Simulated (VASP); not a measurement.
# RbEuF3 (Pm-3m) in VASP: single point with r2SCAN

Aim: the single point of RbEuF3 with r2SCAN.

All numbers are computed with VASP 6.6.1; they aren't measurements. Logs are shortened: lines on timing, memory, paths and dates and some standing lists are left out, and cuts for length are marked.

### Step 1. The cell of the first run

It takes space group Pm-3m (No. 221, cubic). The conventional cell has a = 4.998 Å, b = 4.998 Å, c = 4.998 Å, α = 90.00°, β = 90.00°, γ = 90.00°. Eu (site symmetry m-3m) has 6 F at 2.50 Å within 3.3 Å. Within 3.3 Å of F (site symmetry 4/mmm) lie 2 Eu at 2.50 Å. Rb (site symmetry m-3m) has 12 F at 3.53 Å and 8 Eu at 4.33 Å within 4.6 Å.

### Step 2. Single point, r2SCAN, collinear spin, ferromagnetic start

Input file POSCAR:

```
RbEuF3
1.0
    4.9984920300      0.0000000000      0.0000000000
    0.0000000000      4.9984920300      0.0000000000
    0.0000000000      0.0000000000      4.9984920300
Eu F Rb
1 3 1
Direct
    0.0000000000      0.0000000000      0.0000000000
    0.5000000000      0.0000000000      0.0000000000
    0.0000000000      0.5000000000      0.0000000000
    0.0000000000      0.0000000000      0.5000000000
    0.5000000000      0.5000000000      0.5000000000
```

Input file INCAR.step1:

```
  PREC = Accurate
  ENCUT = 520
  ISMEAR = -1
  SIGMA = 0.0537
  LREAL = False
  LASPH = True
  NELM = 150
  ISPIN = 2
  MAGMOM = 7 0 0 0 0
  LMAXMIX = 6
  NBANDS = 36
  GGA = PE
  ALGO = Normal
  EDIFF = 1E-4
  LWAVE = True
  LCHARG = False
```

Input file INCAR.step2:

```
  PREC = Accurate
  ENCUT = 520
  EDIFF = 1E-6
  ISMEAR = -1
  SIGMA = 0.0537
  LREAL = False
  LASPH = True
  NELM = 150
  ALGO = Normal
  ISIF = 2
  LWAVE = False
  LCHARG = False
  ISPIN = 2
  MAGMOM = 7 0 0 0 0
  LORBIT = 11
  LMAXMIX = 6
  METAGGA = R2SCAN
  LMIXTAU = True
  NBANDS = 36
  ISTART = 1
```

Input file KPOINTS:

```
Automatic mesh
0
Gamma
  5 5 5
```

Potentials or basis: VASP PAW PBE potentials, release 64 (Eu, F, Rb_sv).

Launch:

```sh
> cat potpaw_PBE.64/Eu/POTCAR potpaw_PBE.64/F/POTCAR potpaw_PBE.64/Rb_sv/POTCAR > POTCAR
> cp INCAR.step1 INCAR
> mpirun -np 1 vasp_std > vasp.out
> cp INCAR.step2 INCAR
> mpirun -np 1 vasp_std > vasp.out
```

OUTCAR:

```text
PREC = Accurate
   ENCUT = 520
   EDIFF = 1E-6
   ISMEAR = -1
   LREAL = False
   LASPH = True
   NELM = 150
   ISIF = 2
   ISPIN = 2
   LORBIT = 11
   METAGGA = R2SCAN
   ISTART = 1

 ion  position               nearest neighbor table
   1  0.000  0.000  0.000-   2 2.50   3 2.50   4 2.50   4 2.50   3 2.50   2 2.50   5 4.33   5 4.33
                             5 4.33   5 4.33   5 4.33   5 4.33   5 4.33   5 4.33
   2  0.500  0.000  0.000-   1 2.50   1 2.50   5 3.53   5 3.53   5 3.53   5 3.53
   3  0.000  0.500  0.000-   1 2.50   1 2.50   5 3.53   5 3.53   5 3.53   5 3.53
   4  0.000  0.000  0.500-   1 2.50   1 2.50   5 3.53   5 3.53   5 3.53   5 3.53
   5  0.500  0.500  0.500-   2 3.53   3 3.53   4 3.53   2 3.53   3 3.53   2 3.53   4 3.53   2 3.53
                             3 3.53   4 3.53   3 3.53   4 3.53   1 4.33   1 4.33   1 4.33   1 4.33

  LATTYP: Found a simple cubic cell.
 ALAT       =     4.9984920300

  Lattice vectors:

 A1 = (   4.9984920300,   0.0000000000,   0.0000000000)
 A2 = (   0.0000000000,   4.9984920300,   0.0000000000)
 A3 = (   0.0000000000,   0.0000000000,   4.9984920300)

Analysis of symmetry for initial positions (statically):
=====================================================================
 Subroutine PRICEL returns:
 Original cell was already a primitive cell.

 Routine SETGRP: Setting up the symmetry group for a
 simple cubic supercell.

 Subroutine GETGRP returns: Found 48 space group operations
 (whereof 48 operations were pure point group operations)
 out of a pool of 48 trial point group operations.

The static configuration has the point symmetry O_h .

Analysis of symmetry for dynamics (positions and initial velocities):
=====================================================================
 Subroutine PRICEL returns:
 Original cell was already a primitive cell.

 Routine SETGRP: Setting up the symmetry group for a
 simple cubic supercell.

 Subroutine GETGRP returns: Found 48 space group operations
 (whereof 48 operations were pure point group operations)
 out of a pool of 48 trial point group operations.

The dynamic configuration has the point symmetry O_h .

Analysis of structural, dynamic, and magnetic symmetry:
=====================================================================
 Subroutine PRICEL returns:
 Original cell was already a primitive cell.

 Routine SETGRP: Setting up the symmetry group for a
 simple cubic supercell.

 Subroutine GETGRP returns: Found 48 space group operations
 (whereof 48 operations were pure point group operations)
 out of a pool of 48 trial point group operations.

The overall configuration has the point symmetry O_h .

 Subroutine INISYM returns: Found 48 space group operations
 (whereof 48 operations are pure point group operations),
 and found     1 'primitive' translations

----------------------------------------------------------------------------------------

                                     Primitive cell

  volume of cell :     124.8869

  direct lattice vectors                    reciprocal lattice vectors
     4.998492030  0.000000000  0.000000000     0.200060337  0.000000000  0.000000000
     0.000000000  4.998492030  0.000000000     0.000000000  0.200060337  0.000000000
     0.000000000  0.000000000  4.998492030     0.000000000  0.000000000  0.200060337

  length of vectors
     4.998492030  4.998492030  4.998492030     0.200060337  0.200060337  0.200060337

  position of ions in fractional coordinates (direct lattice)
     0.000000000  0.000000000  0.000000000
     0.500000000  0.000000000  0.000000000
     0.000000000  0.500000000  0.000000000
     0.000000000  0.000000000  0.500000000
     0.500000000  0.500000000  0.500000000

  ion indices of the primitive-cell ions
   primitive index   ion index
                 1           1
                 2           2
                 3           3
                 4           4
                 5           5

----------------------------------------------------------------------------------------

 KPOINTS: Automatic mesh

Automatic generation of k-mesh.
 Grid dimensions read from file:
 generate k-points for:    5    5    5

 Generating k-lattice:

  Cartesian coordinates                     Fractional coordinates (reciprocal lattice)
     0.040012067  0.000000000  0.000000000     0.200000000  0.000000000  0.000000000
     0.000000000  0.040012067  0.000000000     0.000000000  0.200000000  0.000000000
     0.000000000  0.000000000  0.040012067     0.000000000  0.000000000  0.200000000

  Length of vectors
     0.040012067  0.040012067  0.040012067

  Shift w.r.t. Gamma in fractional coordinates (k-lattice)
     0.000000000  0.000000000  0.000000000

 Subroutine IBZKPT returns following result:
 ===========================================

 Found     10 irreducible k-points:

 Following reciprocal coordinates:
            Coordinates               Weight
  0.000000  0.000000  0.000000      1.000000
  0.200000  0.000000  0.000000      6.000000
  0.400000  0.000000  0.000000      6.000000
  0.200000  0.200000  0.000000     12.000000
  0.400000  0.200000  0.000000     24.000000
  0.400000  0.400000  0.000000     12.000000
  0.200000  0.200000  0.200000      8.000000
  0.400000  0.200000  0.200000     24.000000
  0.400000  0.400000  0.200000     24.000000
  0.400000  0.400000  0.400000      8.000000
   k-points           NKPTS =     10   k-points in BZ     NKDIM =     10   number of bands    NBANDS=     36
   number of dos      NEDOS =    301   number of ions     NIONS =      5
   total plane-waves  NPLWV =  64000
   dimension x,y,z NGX =    40 NGY =   40 NGZ =   40
   dimension x,y,z NGXF=    80 NGYF=   80 NGZF=   80
   ions per type =               1   3   1
   NGX,Y,Z   is equivalent  to a cutoff of  13.30, 13.30, 13.30 a.u.
   NGXF,Y,Z  is equivalent  to a cutoff of  26.61, 26.61, 26.61 a.u.
 SYSTEM =  unknown system
   PREC   = accura    normal or accurate (medium, high low for compatibility)
   ISTART =      1    job   : 0-new  1-cont  2-samecut
   ICHARG =      0    charge: 1-file 2-atom 10-const
   ISPIN  =      2    spin polarized calculation?
   LNONCOLLINEAR =      F non collinear calculations
   LSORBIT =      F    spin-orbit coupling
   LASPH  =      T    aspherical Exc in radial PAW
   ENCUT  =  520.0 eV  38.22 Ry    6.18 a.u.   9.29  9.29  9.29*2*pi/ulx,y,z
   NELM   =    150;   NELMIN=  2; NELMDL=  0     # of ELM steps
   EDIFF  = 0.1E-05   stopping-criterion for ELM
   LREAL  =      F    real-space projection
   EDIFFG = 0.1E-04   stopping-criterion for IOM
   NSW    =      0    number of steps for IOM
   IBRION =     -1    ionic relax: 0-MD 1-quasi-New 2-CG
   NFREE  =      0    steps in history (QN), initial steepest desc. (CG)
   ISIF   =      2    stress and relaxation
   ISYM   =      2    0-nonsym 1-usesym 2-fastsym
   POTIM  = 0.5000    time-step for ionic-motion
   TEBEG  =    0.0;   TEEND  =   0.0 temperature during run
   PSTRESS=    0.0 pullay stress
   NELECT =      47.0000    total number of electrons
   NUPDOWN=      -1.0000    fix difference up-down
   EMIN   =  10.00;   EMAX   =-10.00  energy-range for DOS
   EFERMI =   0.00;   METHOD = LEGACY
   ISMEAR =    -1;   SIGMA  =   0.05  broadening in eV -4-tet -1-fermi 0-gaus
   EFERMI_NEDOS =   21; number of points for ismear=-14 and -15
   IALGO  =     38    algorithm
   IMIX   =      4    mixing-type and parameters
     AMIX     =   0.40;   BMIX     =  1.00
     AMIX_MAG =   1.60;   BMIX_MAG =  1.00
  volume/ion in A,a.u.               =      24.98       168.56
  Fermi-wavevector in a.u.,A,eV,Ry     =   1.181957  2.233575 19.007652  1.397023
  Thomas-Fermi vector in A             =   2.318221
   LORBIT       =     11    0 simple, 1 ext, 2 COOP (PROOUT), +10 PAW based schemes
   METAGGA = R2SCAN    functional components
   LHFCALC =     F    Hartree Fock is set to
   AEXX    =    0.0000 exact exchange contribution
   IVDW    =     0    specifies the selected vdW correction
   LEPSILON=     F    determine dielectric tensor
   LRPA    =     F    only Hartree local field effects (RPA)
 spin polarized calculation
  energy-cutoff  :      520.00
  volume of cell :      124.89
 maximum number of plane-waves:      3407
 NGX is ok and might be reduce to    40
   NGX = 19   NGY = 19   NGZ = 19

 number of electron      47.0000014 magnetization       6.9617375

 Free energy of the ion-electron system (eV)
  ---------------------------------------------------
  ext. energy  EPLUGINS =         0.00000000
  ---------------------------------------------------
  free energy    TOTEN  =       -80.22718726 eV

  energy without entropy =      -80.20458946  energy(sigma->0) =      -80.21588836

 E-fermi :   2.5261     XC(G=0):  -8.0909

 val. band max:        2.3775620807   @ k =   0.2000   0.0000   0.0000
 cond. band min:       2.5891147454   @ k =   0.2000   0.0000   0.0000
 fundamental gap:      0.2115526646
 Fermi energy:         2.5261216895

 spin component 1

 k-point     1 :       0.0000    0.0000    0.0000
  band No.  band energies     occupation
      1     -40.7413      1.00000
      2     -28.3129      1.00000
      3     -23.8515      1.00000
      4     -23.8281      1.00000
      5     -23.8281      1.00000
      6     -19.0603      1.00000
[... 27 lines left out ...]
     34       7.4288      0.00000
     35       7.4288      0.00000

 k-point     2 :       0.2000    0.0000    0.0000
  band No.  band energies     occupation
      1     -40.7406      1.00000
      2     -28.3122      1.00000
      3     -23.8933      1.00000
      4     -23.8426      1.00000
      5     -23.8275      1.00000
      6     -19.0592      1.00000
[... 27 lines left out ...]
     34       7.2638      0.00000
     35       7.7464      0.00000
[... 264 lines left out ...]
     34       7.1529      0.00000
     35       8.0351      0.00000

 k-point    10 :       0.4000    0.4000    0.4000
  band No.  band energies     occupation
      1     -40.7363      1.00000
      2     -28.3082      1.00000
      3     -23.9797      1.00000
      4     -23.9771      1.00000
      5     -23.9771      1.00000
      6     -18.7284      1.00000
[... 27 lines left out ...]
     34       7.2967      0.00000
     35       7.9993      0.00000
 Fermi energy:         2.5261216895

 spin component 2

 k-point     1 :       0.0000    0.0000    0.0000
  band No.  band energies     occupation
      1     -37.0483      1.00000
      2     -28.3094      1.00000
      3     -23.8596      1.00000
      4     -23.8571      1.00000
      5     -23.8571      1.00000
      6     -16.5573      1.00000
[... 27 lines left out ...]
     34       8.6302      0.00000
     35       8.6304      0.00000

 k-point     2 :       0.2000    0.0000    0.0000
  band No.  band energies     occupation
      1     -37.0469      1.00000
      2     -28.3087      1.00000
      3     -23.8981      1.00000
      4     -23.8592      1.00000
      5     -23.8565      1.00000
      6     -16.5550      1.00000
[... 27 lines left out ...]
     34       8.6846      0.00000
     35       8.8598      0.00000
[... 264 lines left out ...]
     34       8.6853      0.00000
     35       8.7339      0.00000

 k-point    10 :       0.4000    0.4000    0.4000
  band No.  band energies     occupation
      1     -37.0377      1.00000
      2     -28.3047      1.00000
      3     -23.9622      1.00000
      4     -23.9615      1.00000
      5     -23.9615      1.00000
      6     -16.1912      1.00000
[... 27 lines left out ...]
     34       8.6893      0.00000
     35       8.6893      0.00000
 [bands above 35 left out]

------------------------ aborting loop because EDIFF is reached ----------------------------------------

  FORCE on cell =-STRESS in cart. coord.  units (eV):
  Direction    XX          YY          ZZ          XY          YZ          ZX
  --------------------------------------------------------------------------------------
  -------------------------------------------------------------------------------------
  Total       -4.0856814     -4.0856814     -4.0856814      0.0000000      0.0000000      0.0000000
  in kB      -52.4152993    -52.4152993    -52.4152993      0.0000000      0.0000000      0.0000000
  external PRESSURE =     -52.4152993 kB  Pullay stress =       0.0000000 kB

 VOLUME and BASIS-vectors are now :
 -----------------------------------------------------------------------------
  energy-cutoff  :      520.00
  volume of cell :      124.89
      direct lattice vectors                 reciprocal lattice vectors
     4.998492030  0.000000000  0.000000000     0.200060337  0.000000000  0.000000000
     0.000000000  4.998492030  0.000000000     0.000000000  0.200060337  0.000000000
     0.000000000  0.000000000  4.998492030     0.000000000  0.000000000  0.200060337

 POSITION                                       TOTAL-FORCE (eV/Angst)
 -----------------------------------------------------------------------------------
      0.00000      0.00000      0.00000         0.000000      0.000000      0.000000
      2.49925      0.00000      0.00000         0.000000      0.000000      0.000000
      0.00000      2.49925      0.00000         0.000000      0.000000      0.000000
      0.00000      0.00000      2.49925         0.000000      0.000000      0.000000
      2.49925      2.49925      2.49925         0.000000      0.000000      0.000000
 -----------------------------------------------------------------------------------
    total drift:                               -0.000000      0.000000     -0.000000

  FREE ENERGIE OF THE ION-ELECTRON SYSTEM (eV)
  ---------------------------------------------------
  free  energy   TOTEN  =       -80.2271872593 eV

  energy  without entropy=      -80.2045894624  energy(sigma->0) =      -80.21588836

 total charge

# of ion       s       p       d       f       tot
--------------------------------------------------
    1        2.026   5.828   0.169   6.801  14.824
    2        1.735   4.360   0.000   0.000   6.095
    3        1.735   4.360   0.000   0.000   6.095
    4        1.735   4.360   0.000   0.000   6.095
    5        1.936   5.404   0.006   0.000   7.346
--------------------------------------------------
tot          9.167  24.311   0.175   6.801  40.454

 magnetization (x)

# of ion       s       p       d       f       tot
--------------------------------------------------
    1       -0.028  -0.200   0.022   6.765   6.558
    2       -0.000  -0.014   0.000   0.000  -0.014
    3       -0.000  -0.014   0.000   0.000  -0.014
    4       -0.000  -0.014   0.000   0.000  -0.014
    5        0.002   0.000   0.001   0.000   0.003
--------------------------------------------------
tot         -0.027  -0.242   0.023   6.765   6.519
```

Wall time 7 min (1 thread of Intel Xeon Platinum 8259CL at 2.50GHz (Skylake/Cascade Lake), shared host); peak memory 0.35 GiB.

Results:

* Free energy: -80.2272 eV
* Pressure: -5.2 GPa
* Band gap on the k mesh: zero (filled and empty bands overlap)
* Net moment: 6.96 μB per cell
* Site moments: Eu +6.56; F -0.01; Rb +0.00 μB
* Valence electrons inside the program's atomic spheres: Eu 14.82; F 6.09; Rb 7.35

Levels at points of the mesh, in eV from the Fermi level:
Spin up:
| k point | band 25 | band 26 | band 27 | band 28 | band 29 | band 30 |
| --- | --- | --- | --- | --- | --- | --- |
| (0.00, 0.00, 0.00) | -0.27 | -0.15 | -0.15 | -0.15 | 2.15 | 2.15 |
Spin down:
```csv
k point,band 18,band 19,band 20,band 21,band 22,band 23
"(0.00, 0.00, 0.00)",-6.54,-6.54,-6.54,-0.35,2.51,2.51
```

Caveat: the cell stands under tension; the PAW data sets were made with another functional, which shifts forces and pressure a little; spin-orbit coupling is left out, which moves the levels of the heavy elements; a cell with one magnetic atom can't hold antiferromagnetic order, which such compounds often take; semilocal functionals describe open f shells poorly, which spoils levels, moments and volumes. With open d or f shells a metallic result of r2SCAN can be an artefact of self-interaction; +U or a hybrid may open a gap.
